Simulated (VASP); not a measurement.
# K3LuN2 (I4/mmm) in VASP: a series of runs

K3LuN2 is run at these levels: PBE; tasks: single point.

Program: VASP 6.6.1. These are calculated values, not measurements. Logs are shortened: lines on timing, memory, paths and dates and some standing lists are left out, and cuts for length are marked.

## (1) The cell of the first run

The structure is tetragonal, space group I4/mmm (No. 139). Conventional cell: a = 6.164 Å, b = 6.164 Å, c = 5.488 Å, α = 90.00°, β = 90.00°, γ = 90.00°. Within 3.6 Å of K (site symmetry mmm) lie 4 K at 2.74 to 3.08 Å and 2 Lu at 3.08 Å and 8 N at 3.28 to 3.48 Å. K (site symmetry 4/mmm) has 2 N at 1.61 Å within 2.1 Å. Within 1.5 Å of Lu (site symmetry 4/mmm) lie 2 N at 1.14 Å. Within 1.5 Å of N (site symmetry 4mm) lie 1 Lu at 1.14 Å.

## (2) Single point, PBE

INCAR

```
SYSTEM = K3LuN2
PREC     = Accurate       ! precision mode
ENCUT    = 520            ! plane-wave cutoff, eV
EDIFF    = 1E-6           ! SCF threshold, eV
ISMEAR   = 0              ! smearing method
SIGMA    = 0.1            ! smearing width, eV
LREAL    = .FALSE.        ! projectors in reciprocal space
LASPH    = .TRUE.         ! aspherical terms in the spheres
NELM     = 60             ! most SCF steps
ALGO     = Normal         ! electronic algorithm
ISIF     = 2              ! what is computed and relaxed
LWAVE    = .FALSE.        ! write WAVECAR
LCHARG   = .FALSE.        ! write CHGCAR
GGA      = PE             ! functional
NBANDS   = 40             ! bands
```

KPOINTS

```
Automatic mesh
0
G
  4 4 4
  0 0 0
```

POSCAR

```
K3LuN2
1.0
   -3.0821136400      3.0821136400      2.7441287700
    3.0821136400     -3.0821136400      2.7441287700
    3.0821136400      3.0821136400     -2.7441287700
K Lu N
3 1 2
Direct
    0.0000000000      0.5000000000      0.5000000000
    0.5000000000      0.0000000000      0.5000000000
    0.5000000000      0.5000000000      0.0000000000
    0.0000000000      0.0000000000      0.0000000000
    0.7931153500      0.7931153500      0.0000000000
    0.2068846500      0.2068846500      0.0000000000
```

Potentials or basis: VASP PAW PBE potentials, release 64 (K_sv, Lu, N).

The run is started by

```bash
$ cat potpaw_PBE.64/K_sv/POTCAR potpaw_PBE.64/Lu/POTCAR potpaw_PBE.64/N/POTCAR > POTCAR
$ mpirun -np 1 vasp_std > vasp.out
```

OUTCAR:

```text
SYSTEM = K3LuN2
   PREC = Accurate
   ENCUT = 520
   EDIFF = 1E-6
   ISMEAR = 0
   LREAL = .FALSE.
   LASPH = .TRUE.
   NELM = 60
   ISIF = 2
   GGA = PE

 ion  position               nearest neighbor table
   1  0.000  0.500  0.500-   2 2.74   2 2.74   4 3.08   4 3.08   3 3.08   3 3.08
   2  0.500  0.000  0.500-   1 2.74   1 2.74   4 3.08   3 3.08   4 3.08   3 3.08
   3  0.500  0.500  0.000-   5 1.61   6 1.61   4 2.74   4 2.74   1 3.08   2 3.08   1 3.08   2 3.08

   4  0.000  0.000  0.000-   5 1.14   6 1.14   3 2.74   3 2.74   1 3.08   1 3.08   2 3.08   2 3.08

   5  0.793  0.793  0.000-   4 1.14   3 1.61
   6  0.207  0.207  0.000-   4 1.14   3 1.61

 -----------------------------------------------------------------------------
|                                                                             |
|           W    W    AA    RRRRR   N    N  II  N    N   GGGG   !!!           |
|           W    W   A  A   R    R  NN   N  II  NN   N  G    G  !!!           |
|           W    W  A    A  R    R  N N  N  II  N N  N  G       !!!           |
|           W WW W  AAAAAA  RRRRR   N  N N  II  N  N N  G  GGG   !            |
|           WW  WW  A    A  R   R   N   NN  II  N   NN  G    G                |
|           W    W  A    A  R    R  N    N  II  N    N   GGGG   !!!           |
|                                                                             |
|     The distance between some ions is very small. Please check the          |
|     nearest-neighbor list in the OUTCAR file.                               |
|     I HOPE YOU KNOW WHAT YOU ARE DOING!                                     |
|                                                                             |
 -----------------------------------------------------------------------------

  LATTYP: Found a body centered tetragonal cell.
 ALAT       =     6.1642272800
 C/A-ratio  =     0.8903399065

  Lattice vectors:

 A1 = (  -3.0821136400,   3.0821136400,   2.7441287700)
 A2 = (   3.0821136400,  -3.0821136400,   2.7441287700)
 A3 = (   3.0821136400,   3.0821136400,  -2.7441287700)

Analysis of symmetry for initial positions (statically):
=====================================================================
 Subroutine PRICEL returns:
 Original cell was already a primitive cell.

 Routine SETGRP: Setting up the symmetry group for a
 body centered tetragonal supercell.

 Subroutine GETGRP returns: Found 16 space group operations
 (whereof 16 operations were pure point group operations)
 out of a pool of 16 trial point group operations.

The static configuration has the point symmetry D_4h.

Analysis of symmetry for dynamics (positions and initial velocities):
=====================================================================
 Subroutine PRICEL returns:
[... 115 lines left out ...]
   PSTRESS=    0.0 pullay stress
   NELECT =      62.0000    total number of electrons
   NUPDOWN=      -1.0000    fix difference up-down
   EMIN   =  10.00;   EMAX   =-10.00  energy-range for DOS
   EFERMI =   0.00;   METHOD = LEGACY
   ISMEAR =     0;   SIGMA  =   0.10  broadening in eV -4-tet -1-fermi 0-gaus
   EFERMI_NEDOS =   21; number of points for ismear=-14 and -15
   IALGO  =     38    algorithm
   IMIX   =      4    mixing-type and parameters
     AMIX     =   0.40;   BMIX     =  1.00
     AMIX_MAG =   1.60;   BMIX_MAG =  1.00
  volume/ion in A,a.u.               =      17.38       117.28
  Fermi-wavevector in a.u.,A,eV,Ry     =   1.376633  2.601459 25.784647  1.895118
  Thomas-Fermi vector in A             =   2.501860
   LORBIT       =      0    0 simple, 1 ext, 2 COOP (PROOUT), +10 PAW based schemes
   GGA     = PE    functional components
   LHFCALC =     F    Hartree Fock is set to
   AEXX    =    0.0000 exact exchange contribution
   IVDW    =     0    specifies the selected vdW correction
   LEPSILON=     F    determine dielectric tensor
   LRPA    =     F    only Hartree local field effects (RPA)
 non-spin polarized calculation
 Gauss-broadening in eV      SIGMA  =   0.10
  energy-cutoff  :      520.00
  volume of cell :      104.27
 maximum number of plane-waves:      2839
 NGX is ok and might be reduce to    40
   NGX = 19   NGY = 19   NGZ = 19

 number of electron      62.0000001 magnetization

 Free energy of the ion-electron system (eV)
  ---------------------------------------------------
  ext. energy  EPLUGINS =         0.00000000
  ---------------------------------------------------
  free energy    TOTEN  =        54.22469928 eV

  energy without entropy =       54.23645797  energy(sigma->0) =       54.23057862

 E-fermi :   4.2338     XC(G=0):  -9.8907

 val. band max:        4.1696007993   @ k =  -0.2500   0.2500   0.0000
 cond. band min:       4.2370723482   @ k =   0.5000   0.0000   0.0000
 fundamental gap:      0.0674715490
 Fermi energy:         4.2338383930

 k-point     1 :       0.0000    0.0000    0.0000
  band No.  band energies     occupation
      1     -58.5485      2.00000
      2     -39.1897      2.00000
      3     -28.9973      2.00000
      4     -28.4690      2.00000
      5     -27.6854      2.00000
      6     -25.6256      2.00000
[... 548 lines left out ...]
     39       7.0003      0.00000
     40       7.8721      0.00000

------------------------ aborting loop because EDIFF is reached ----------------------------------------

  FORCE on cell =-STRESS in cart. coord.  units (eV):
  Direction    XX          YY          ZZ          XY          YZ          ZX
  --------------------------------------------------------------------------------------
  -------------------------------------------------------------------------------------
  Total        6.7359670      6.7359670    444.5523276      0.0000000     -0.0000000      0.0000000
  in kB      103.5020050    103.5020050   6830.8020100      0.0000000     -0.0000000      0.0000000
  external PRESSURE =    2345.9353400 kB  Pullay stress =       0.0000000 kB

 VOLUME and BASIS-vectors are now :
 -----------------------------------------------------------------------------
  energy-cutoff  :      520.00
  volume of cell :      104.27
      direct lattice vectors                 reciprocal lattice vectors
    -3.082113640  3.082113640  2.744128770     0.000000000  0.162226335  0.182207193
     3.082113640 -3.082113640  2.744128770     0.162226335  0.000000000  0.182207193
     3.082113640  3.082113640 -2.744128770     0.162226335  0.162226335  0.000000000

 POSITION                                       TOTAL-FORCE (eV/Angst)
 -----------------------------------------------------------------------------------
      3.08211      0.00000      0.00000         0.000000      0.000000     -0.000000
      0.00000      3.08211      0.00000         0.000000      0.000000      0.000000
      0.00000      0.00000      2.74413         0.000000      0.000000      0.000000
      0.00000      0.00000      0.00000         0.000000      0.000000     -0.000000
      0.00000      0.00000      4.35282        -0.000000     -0.000000   -146.444876
      0.00000      0.00000      1.13544        -0.000000     -0.000000    146.444876
 -----------------------------------------------------------------------------------
    total drift:                               -0.000000      0.000000      0.000000

  FREE ENERGIE OF THE ION-ELECTRON SYSTEM (eV)
  ---------------------------------------------------
  free  energy   TOTEN  =        54.2246992815 eV

  energy  without entropy=       54.2364579651  energy(sigma->0) =       54.23057862
```

OSZICAR:

```text
N       E                     dE             d eps       ncg     rms          rms(c)
DAV:   1     0.703517980297E+03    0.70352E+03   -0.28912E+04  1576   0.459E+03
DAV:   2     0.137991989605E+03   -0.56553E+03   -0.53142E+03  1288   0.907E+02
DAV:   3     0.509501935158E+02   -0.87042E+02   -0.84821E+02  1224   0.198E+02
DAV:   4     0.415603465059E+02   -0.93898E+01   -0.93445E+01  1664   0.548E+01
DAV:   5     0.411811348392E+02   -0.37921E+00   -0.37835E+00  1424   0.988E+00    0.151E+02
DAV:   6     0.557523906597E+02    0.14571E+02   -0.39957E+01  1360   0.158E+02    0.497E+01
DAV:   7     0.546865645832E+02   -0.10658E+01   -0.12497E+01  1696   0.639E+01    0.168E+01
DAV:   8     0.543681077235E+02   -0.31846E+00   -0.31754E+00  1664   0.317E+01    0.937E+00
DAV:   9     0.542120551004E+02   -0.15605E+00   -0.85722E-01  1752   0.910E+00    0.335E+00
DAV:  10     0.542184210414E+02    0.63659E-02   -0.28184E-01  1528   0.380E+00    0.317E+00
DAV:  11     0.542126626381E+02   -0.57584E-02   -0.18023E-01  1448   0.296E+00    0.414E+00
DAV:  12     0.542247123949E+02    0.12050E-01   -0.38187E-02  1480   0.222E+00    0.377E-01
DAV:  13     0.542245877212E+02   -0.12467E-03   -0.59541E-03  1424   0.409E-01    0.386E-01
DAV:  14     0.542247063735E+02    0.11865E-03   -0.78925E-04  1440   0.321E-01    0.486E-02
DAV:  15     0.542246994224E+02   -0.69511E-05   -0.10008E-04  1648   0.876E-02    0.244E-02
DAV:  16     0.542246989912E+02   -0.43119E-06   -0.16642E-05  1336   0.232E-02    0.191E-02
DAV:  17     0.542246992815E+02    0.29032E-06   -0.12357E-06   872   0.106E-02
   1 F= 0.54224699E+02 E0= 0.54230579E+02  d E =-.117587E-01
```

stdout:

```text
POSCAR found type information on POSCAR K LuN
 POSCAR found :  3 types and       6 ions
 scaLAPACK will be used
 LDA part: xc-table for (Slater+PW92), standard interpolation
 -----------------------------------------------------------------------------
|                                                                             |
|           W    W    AA    RRRRR   N    N  II  N    N   GGGG   !!!           |
|           W    W   A  A   R    R  NN   N  II  NN   N  G    G  !!!           |
|           W    W  A    A  R    R  N N  N  II  N N  N  G       !!!           |
|           W WW W  AAAAAA  RRRRR   N  N N  II  N  N N  G  GGG   !            |
|           WW  WW  A    A  R   R   N   NN  II  N   NN  G    G                |
|           W    W  A    A  R    R  N    N  II  N    N   GGGG   !!!           |
|                                                                             |
|     The distance between some ions is very small. Please check the          |
|     nearest-neighbor list in the OUTCAR file.                               |
|     I HOPE YOU KNOW WHAT YOU ARE DOING!                                     |
|                                                                             |
 -----------------------------------------------------------------------------

 POSCAR, INCAR and KPOINTS ok, starting setup
 FFT: planning ... GRIDC
 FFT: planning ... GRID_SOFT
 FFT: planning ... GRID
 WAVECAR not read
 entering main loop
```

Run time: 2.6 min. Hardware: 1 thread of AMD EPYC 7R13, shared host; peak memory 0.24 GiB.

Results:

```
Free energy            : 54.2247 eV
Pressure               : 234.6 GPa
Largest force          : 146.445 eV/Å
Band gap on the k mesh : zero (band 31 reaches 4.36 eV, above the bottom of band 32 at 3.58 eV)
```

Forces in eV/Å, atoms in the order of the input:
```
K      0.000    0.000    0.000
K      0.000    0.000    0.000
K      0.000    0.000    0.000
Lu     0.000    0.000    0.000
N      0.000    0.000 -146.445
N      0.000    0.000  146.445
```

Levels at points of the mesh, in eV from the Fermi level:
| k point | band 29 | band 30 | band 31 | band 32 | band 33 | band 34 |
| --- | --- | --- | --- | --- | --- | --- |
| (0.00, 0.00, 0.00) | -1.66 | -0.88 | -0.65 | -0.65 | 0.38 | 1.01 |
| (0.50, 0.00, 0.00) | -3.04 | -2.98 | 0.00 | 0.04 | 0.99 | 1.43 |
| (0.50, 0.50, 0.00) | -1.48 | -0.81 | -0.75 | 1.32 | 1.48 | 1.74 |
| (0.50, 0.50, 0.50) | -1.31 | -1.31 | -0.28 | 0.69 | 0.90 | 1.98 |

Caveat: the k points lie up to 0.38 Å⁻¹ apart; spin-orbit coupling is left out, which moves the levels of the heavy elements; forces of over 1 eV/Å act on the atoms, so gaps and moduli don't describe the material at rest.

[end of part 1 of 2]
